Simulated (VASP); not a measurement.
Set up this calculation in VASP 6.6.1, as the native input.

```yaml
Task: single point
Functional: RPBE
Dispersion: D4
Potentials_or_basis: VASP PAW PBE potentials, release 64 (Ga_d, N)
Cutoff: 520 eV
k_mesh: 10 × 10 × 5
Occupations: fermi-dirac, width 0.05 eV
Spin: no spin polarisation
Dipole_correction: no
Further_INCAR_settings: ALGO = Normal; EDIFF = 1e-07; NBANDS = 26
```

The structure of GaN lies in POSCAR:

```
GaN
1.0
    3.1370217585      0.0000000000      0.0000000000
   -1.5685108793      2.7167405351      0.0000000000
    0.0000000000      0.0000000000      5.0961806304
Ga N
2 2
Direct
    0.6666666667      0.3333333333      0.5000000000
    0.3333333333      0.6666666667      0.0000000000
    0.6666666667      0.3333333333      0.8750000000
    0.3333333333      0.6666666667      0.3750000000
```

The input as run:

INCAR

```
PREC = Accurate
ENCUT = 520
EDIFF = 1E-7
ISMEAR = -1
SIGMA = 0.05
LREAL = False
LASPH = True
NELM = 60
ALGO = Normal
ISIF = 2
LWAVE = False
LCHARG = True
GGA = RP
IVDW = 13
LELF = True
LVHAR = True
NBANDS = 26
```

KPOINTS

```
regular mesh
0
Gamma
  10 10 5
```

Potentials or basis: VASP PAW PBE potentials, release 64 (Ga_d, N).

The run is started by

```console
$ cat potpaw_PBE.64/Ga_d/POTCAR potpaw_PBE.64/N/POTCAR > POTCAR
$ mpirun -np 1 vasp_std > vasp.out
```

Results of the run:

```
Pressure                   : 6.5 GPa
Largest force              : 0.134 eV/Å
Band gap on the k mesh     : 2.31 eV, direct
Dispersion energy per atom : -0.853 eV
```

Caveat: the PAW data sets were made with another functional, which shifts forces and pressure a little.

Wall time 20 s on 1 thread of Intel(R) Xeon(R) 6975P-C (Granite Rapids), with other jobs on the host, peak memory 0.18 GiB.
